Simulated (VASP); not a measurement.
# CdS (F-43m) in VASP: a series of runs

The runs below take CdS through single point, with PBEsol.

All numbers are computed with VASP 6.6.1; they aren't measurements. Logs are shortened: lines on timing, memory, paths and dates and some standing lists are left out, and cuts for length are marked.

## Step 1: The cell of the first run

It takes space group F-43m (No. 216, cubic). The conventional cell has a = 5.591 Å, b = 5.591 Å, c = 5.591 Å, α = 90.00°, β = 90.00°, γ = 90.00°. Cd (site symmetry -43m) has 4 S at 2.42 Å within 3.2 Å. S (site symmetry -43m) has 4 Cd at 2.42 Å within 3.2 Å.

## Step 2: Single point, PBEsol

Contents of INCAR:

```
SYSTEM = CdS
ALGO = Normal
EDIFF = 1E-7
ENCUT = 520
GGA = PS
ISIF = 2
ISMEAR = 0
LASPH = .True.
LCHARG = .False.
LREAL = .False.
LWAVE = .False.
NBANDS = 16
NELM = 80
PREC = Accurate
SIGMA = 0.01
```

Contents of KPOINTS:

```
k-points
0
Gamma
  8 8 8
  0 0 0
```

Contents of POSCAR:

```
CdS
1.0
    2.7956333532      2.7956333532      0.0000000000
   -2.7956333532      2.7956333532      0.0000000000
    0.0000000000      2.7956333532      2.7956333532
Cd S
1 1
Direct
    0.0000000000      0.0000000000      0.0000000000
    0.7500000000      0.2500000000      0.5000000000
```

Potentials or basis: VASP PAW PBE potentials, release 64 (Cd, S).

Run with:

```
$ cat potpaw_PBE.64/Cd/POTCAR potpaw_PBE.64/S/POTCAR > POTCAR
$ mpirun -np 1 vasp_std > vasp.out
```

OUTCAR:

```text
SYSTEM = CdS
   EDIFF = 1E-7
   ENCUT = 520
   GGA = PS
   ISIF = 2
   ISMEAR = 0
   LASPH = .True.
   LREAL = .False.
   NELM = 80
   PREC = Accurate

 ion  position               nearest neighbor table
   1  0.000  0.000  0.000-   2 2.42   2 2.42   2 2.42   2 2.42
   2  0.750  0.250  0.500-   1 2.42   1 2.42   1 2.42   1 2.42

  LATTYP: Found a face centered cubic cell.
 ALAT       =     5.5912667064

  Lattice vectors:

 A1 = (   0.0000000000,   2.7956333532,   2.7956333532)
 A2 = (   2.7956333532,   0.0000000000,   2.7956333532)
 A3 = (   2.7956333532,   2.7956333532,   0.0000000000)

Analysis of symmetry for initial positions (statically):
=====================================================================
 Subroutine PRICEL returns:
 Original cell was already a primitive cell.

 Routine SETGRP: Setting up the symmetry group for a
 face centered cubic supercell.

 Subroutine GETGRP returns: Found 24 space group operations
 (whereof 24 operations were pure point group operations)
 out of a pool of 48 trial point group operations.

The static configuration has the point symmetry T_d .

Analysis of symmetry for dynamics (positions and initial velocities):
=====================================================================
 Subroutine PRICEL returns:
 Original cell was already a primitive cell.

 Routine SETGRP: Setting up the symmetry group for a
 face centered cubic supercell.

 Subroutine GETGRP returns: Found 24 space group operations
 (whereof 24 operations were pure point group operations)
 out of a pool of 48 trial point group operations.

The dynamic configuration has the point symmetry T_d .

 Subroutine INISYM returns: Found 24 space group operations
 (whereof 24 operations are pure point group operations),
 and found     1 'primitive' translations

----------------------------------------------------------------------------------------

                                     Primitive cell

  volume of cell :      43.6989

  direct lattice vectors                    reciprocal lattice vectors
     2.795633353  2.795633353  0.000000000     0.178850349  0.178850349 -0.178850349
    -2.795633353  2.795633353  0.000000000    -0.178850349  0.178850349 -0.178850349
     0.000000000  2.795633353  2.795633353     0.000000000  0.000000000  0.357700697

  length of vectors
     3.953622604  3.953622604  3.953622604     0.309777891  0.309777891  0.357700697

  position of ions in fractional coordinates (direct lattice)
     0.000000000  0.000000000  0.000000000
     0.750000000  0.250000000  0.500000000

  ion indices of the primitive-cell ions
   primitive index   ion index
                 1           1
                 2           2

----------------------------------------------------------------------------------------

 KPOINTS: k-points

Automatic generation of k-mesh.
 Grid dimensions read from file:
 generate k-points for:    8    8    8

 Generating k-lattice:

  Cartesian coordinates                     Fractional coordinates (reciprocal lattice)
     0.022356294  0.022356294 -0.022356294     0.125000000  0.000000000  0.000000000
    -0.022356294  0.022356294 -0.022356294     0.000000000  0.125000000  0.000000000
     0.000000000  0.000000000  0.044712587     0.000000000  0.000000000  0.125000000

  Length of vectors
     0.038722236  0.038722236  0.044712587

  Shift w.r.t. Gamma in fractional coordinates (k-lattice)
     0.000000000  0.000000000  0.000000000

 Subroutine IBZKPT returns following result:
 ===========================================

 Found     29 irreducible k-points:

 Following reciprocal coordinates:
            Coordinates               Weight
  0.000000  0.000000  0.000000      1.000000
  0.125000  0.000000  0.000000      8.000000
  0.250000  0.000000  0.000000      8.000000
  0.375000  0.000000  0.000000      8.000000
  0.500000  0.000000  0.000000      4.000000
  0.125000  0.125000  0.000000     12.000000
[... 16 lines left out ...]
  0.375000  0.250000  0.125000     48.000000
  0.500000  0.250000  0.125000     24.000000
 [... further k-points ...]
   k-points           NKPTS =     29   k-points in BZ     NKDIM =     29   number of bands    NBANDS=     16
   number of dos      NEDOS =    301   number of ions     NIONS =      2
   total plane-waves  NPLWV =  27000
   dimension x,y,z NGX =    30 NGY =   30 NGZ =   30
   dimension x,y,z NGXF=    60 NGYF=   60 NGZF=   60
   ions per type =               1   1
   NGX,Y,Z   is equivalent  to a cutoff of  12.61, 12.61, 12.61 a.u.
   NGXF,Y,Z  is equivalent  to a cutoff of  25.23, 25.23, 25.23 a.u.
 SYSTEM =  CdS
   PREC   = accura    normal or accurate (medium, high low for compatibility)
   ISTART =      0    job   : 0-new  1-cont  2-samecut
   ICHARG =      2    charge: 1-file 2-atom 10-const
   ISPIN  =      1    spin polarized calculation?
   LNONCOLLINEAR =      F non collinear calculations
   LSORBIT =      F    spin-orbit coupling
   LASPH  =      T    aspherical Exc in radial PAW
   ENCUT  =  520.0 eV  38.22 Ry    6.18 a.u.   7.35  7.35  7.35*2*pi/ulx,y,z
   NELM   =     80;   NELMIN=  2; NELMDL= -5     # of ELM steps
   EDIFF  = 0.1E-06   stopping-criterion for ELM
   LREAL  =      F    real-space projection
   EDIFFG = 0.1E-05   stopping-criterion for IOM
   NSW    =      0    number of steps for IOM
   IBRION =     -1    ionic relax: 0-MD 1-quasi-New 2-CG
   NFREE  =      0    steps in history (QN), initial steepest desc. (CG)
   ISIF   =      2    stress and relaxation
   ISYM   =      2    0-nonsym 1-usesym 2-fastsym
   POTIM  = 0.5000    time-step for ionic-motion
   TEBEG  =    0.0;   TEEND  =   0.0 temperature during run
   PSTRESS=    0.0 pullay stress
   NELECT =      18.0000    total number of electrons
   NUPDOWN=      -1.0000    fix difference up-down
   EMIN   =  10.00;   EMAX   =-10.00  energy-range for DOS
   EFERMI =   0.00;   METHOD = LEGACY
   ISMEAR =     0;   SIGMA  =   0.01  broadening in eV -4-tet -1-fermi 0-gaus
   EFERMI_NEDOS =   21; number of points for ismear=-14 and -15
   IALGO  =     38    algorithm
   IMIX   =      4    mixing-type and parameters
     AMIX     =   0.40;   BMIX     =  1.00
     AMIX_MAG =   1.60;   BMIX_MAG =  1.00
  volume/ion in A,a.u.               =      21.85       147.45
  Fermi-wavevector in a.u.,A,eV,Ry     =   1.218079  2.301836 20.187188  1.483716
  Thomas-Fermi vector in A             =   2.353378
   LORBIT       =      0    0 simple, 1 ext, 2 COOP (PROOUT), +10 PAW based schemes
   GGA     = PS    functional components
   LHFCALC =     F    Hartree Fock is set to
   AEXX    =    0.0000 exact exchange contribution
   IVDW    =     0    specifies the selected vdW correction
   LEPSILON=     F    determine dielectric tensor
   LRPA    =     F    only Hartree local field effects (RPA)
 non-spin polarized calculation
 Gauss-broadening in eV      SIGMA  =   0.01
  energy-cutoff  :      520.00
  volume of cell :       43.70
 maximum number of plane-waves:      1243
 NGX is ok and might be reduce to    30
   NGX = 15   NGY = 15   NGZ = 15

 number of electron      17.9999996 magnetization

 Free energy of the ion-electron system (eV)
  ---------------------------------------------------
  ext. energy  EPLUGINS =         0.00000000
  ---------------------------------------------------
  free energy    TOTEN  =        -6.63529982 eV

  energy without entropy =       -6.63529982  energy(sigma->0) =       -6.63529982

 E-fermi :   2.5022     XC(G=0):  -9.9882

 val. band max:        2.4087298303   @ k =   0.0000   0.0000   0.0000
 cond. band min:       3.6684004800   @ k =   0.0000   0.0000   0.0000
 fundamental gap:      1.2596706497
 Fermi energy:         2.5022078335

 k-point     1 :       0.0000    0.0000    0.0000
  band No.  band energies     occupation
      1     -10.8610      2.00000
      2      -5.9092      2.00000
      3      -5.9092      2.00000
      4      -5.9092      2.00000
      5      -5.2248      2.00000
      6      -5.2248      2.00000
[... 8 lines left out ...]
     15      14.0290      0.00000
     16      14.2837      0.00000

 k-point     2 :       0.1250    0.0000    0.0000
  band No.  band energies     occupation
      1     -10.7780      2.00000
      2      -5.8781      2.00000
      3      -5.8781      2.00000
      4      -5.8549      2.00000
      5      -5.2269      2.00000
      6      -5.2269      2.00000
[... 8 lines left out ...]
     15      13.3334      0.00000
     16      14.6445      0.00000

 k-point     3 :       0.2500    0.0000    0.0000
  band No.  band energies     occupation
      1     -10.5755      2.00000
      2      -5.8107      2.00000
      3      -5.8107      2.00000
      4      -5.6356      2.00000
      5      -5.2200      2.00000
      6      -5.2200      2.00000
[... 8 lines left out ...]
     15      13.0778      0.00000
     16      13.8196      0.00000

 k-point     4 :       0.3750    0.0000    0.0000
  band No.  band energies     occupation
      1     -10.3724      2.00000
      2      -5.7592      2.00000
      3      -5.7592      2.00000
      4      -5.1903      2.00000
      5      -5.1903      2.00000
      6      -5.1590      2.00000
[... 8 lines left out ...]
     15      14.0502      0.00000
     16      14.0502      0.00000

 k-point     5 :       0.5000    0.0000    0.0000
  band No.  band energies     occupation
      1     -10.2890      2.00000
      2      -5.7437      2.00000
      3      -5.7437      2.00000
      4      -5.1700      2.00000
      5      -5.1700      2.00000
      6      -4.7194      2.00000
[... 8 lines left out ...]
     15      15.1705      0.00000
     16      15.1705      0.00000

 k-point     6 :       0.1250    0.1250    0.0000
  band No.  band energies     occupation
      1     -10.6552      2.00000
      2      -5.8413      2.00000
      3      -5.8160      2.00000
      4      -5.7584      2.00000
      5      -5.2488      2.00000
      6      -5.2029      2.00000
[... 8 lines left out ...]
     15      13.4166      0.00000
     16      15.6955      0.00000

 k-point     7 :       0.2500    0.1250    0.0000
  band No.  band energies     occupation
      1     -10.4530      2.00000
      2      -5.7681      2.00000
      3      -5.7538      2.00000
      4      -5.4779      2.00000
      5      -5.2469      2.00000
      6      -5.1558      2.00000
[... 8 lines left out ...]
     15      14.2867      0.00000
     16      14.9578      0.00000

 k-point     8 :       0.3750    0.1250    0.0000
  band No.  band energies     occupation
      1     -10.2916      2.00000
      2      -5.7283      2.00000
      3      -5.7131      2.00000
      4      -5.2213      2.00000
      5      -5.2053      2.00000
      6      -4.8651      2.00000
[... 8 lines left out ...]
     15      14.3007      0.00000
     16      15.4640      0.00000

 k-point     9 :       0.5000    0.1250    0.0000
  band No.  band energies     occupation
      1     -10.2643      2.00000
      2      -5.7308      2.00000
      3      -5.6957      2.00000
      4      -5.2411      2.00000
      5      -5.1651      2.00000
      6      -4.7186      2.00000
[... 8 lines left out ...]
     15      15.1402      0.00000
     16      15.2018      0.00000
[... 172 lines left out ...]
 k-point    19 :       0.5000    0.3750    0.0000
  band No.  band energies     occupation
      1     -10.1399      2.00000
      2      -5.6607      2.00000
      3      -5.4585      2.00000
      4      -5.4361      2.00000
      5      -5.1169      2.00000
      6      -4.6700      2.00000
[... 8 lines left out ...]
     15      15.2822      0.00000
     16      16.5131      0.00000

 k-point    20 :      -0.3750    0.3750    0.0000
  band No.  band energies     occupation
      1     -10.2189      2.00000
      2      -5.6680      2.00000
      3      -5.5009      2.00000
      4      -5.5009      2.00000
      5      -5.1149      2.00000
      6      -4.9920      2.00000
[... 8 lines left out ...]
     15      14.6181      0.00000
     16      17.9235      0.00000

 k-point    21 :       0.5000    0.5000    0.0000
  band No.  band energies     occupation
      1     -10.1131      2.00000
      2      -5.6768      2.00000
      3      -5.4127      2.00000
      4      -5.4127      2.00000
      5      -5.0958      2.00000
      6      -4.6509      2.00000
[... 8 lines left out ...]
     15      14.7533      0.00000
     16      16.1687      0.00000

 k-point    22 :       0.2500    0.2500    0.1250
  band No.  band energies     occupation
      1     -10.4265      2.00000
      2      -5.7481      2.00000
      3      -5.7050      2.00000
      4      -5.5397      2.00000
      5      -5.2319      2.00000
      6      -5.1472      2.00000
[... 8 lines left out ...]
     15      14.6174      0.00000
     16      16.5549      0.00000

 k-point    23 :       0.3750    0.2500    0.1250
  band No.  band energies     occupation
      1     -10.2672      2.00000
      2      -5.6961      2.00000
      3      -5.6554      2.00000
      4      -5.3496      2.00000
      5      -5.1795      2.00000
      6      -4.8898      2.00000
[... 8 lines left out ...]
     15      15.5494      0.00000
     16      15.8936      0.00000

 k-point    24 :       0.5000    0.2500    0.1250
  band No.  band energies     occupation
      1     -10.2025      2.00000
      2      -5.6913      2.00000
      3      -5.6298      2.00000
      4      -5.2742      2.00000
      5      -5.1890      2.00000
      6      -4.5580      2.00000
[... 8 lines left out ...]
     15      14.8895      0.00000
     16      15.9444      0.00000

 [... further k-points ...]

------------------------ aborting loop because EDIFF is reached ----------------------------------------

  FORCE on cell =-STRESS in cart. coord.  units (eV):
  Direction    XX          YY          ZZ          XY          YZ          ZX
  --------------------------------------------------------------------------------------
  -------------------------------------------------------------------------------------
  Total        2.9035498      2.9035498      2.9035498     -0.0000000     -0.0000000      0.0000000
  in kB      106.4557761    106.4557761    106.4557761     -0.0000000     -0.0000000      0.0000000
  external PRESSURE =     106.4557761 kB  Pullay stress =       0.0000000 kB

 VOLUME and BASIS-vectors are now :
 -----------------------------------------------------------------------------
  energy-cutoff  :      520.00
  volume of cell :       43.70
      direct lattice vectors                 reciprocal lattice vectors
     2.795633353  2.795633353  0.000000000     0.178850349  0.178850349 -0.178850349
    -2.795633353  2.795633353  0.000000000    -0.178850349  0.178850349 -0.178850349
     0.000000000  2.795633353  2.795633353     0.000000000  0.000000000  0.357700697

 POSITION                                       TOTAL-FORCE (eV/Angst)
 -----------------------------------------------------------------------------------
      0.00000      0.00000      0.00000        -0.000000     -0.000000      0.000000
      1.39782      4.19345      1.39782         0.000000      0.000000     -0.000000
 -----------------------------------------------------------------------------------
    total drift:                               -0.000000      0.000000     -0.000000

  FREE ENERGIE OF THE ION-ELECTRON SYSTEM (eV)
  ---------------------------------------------------
  free  energy   TOTEN  =        -6.6352998177 eV

  energy  without entropy=       -6.6352998177  energy(sigma->0) =       -6.63529982
```

Wall time 30 s (1 thread of Intel Xeon 8259CL, shared host); peak memory 0.17 GiB.

Results:

- Free energy: -6.6353 eV
- Pressure: 10.6 GPa
- Band gap on the k mesh: 1.26 eV

Caveat: the cell stands under pressure; the PAW data sets were made with another functional, which shifts forces and pressure a little.

(Continued in part 2 of 2.)
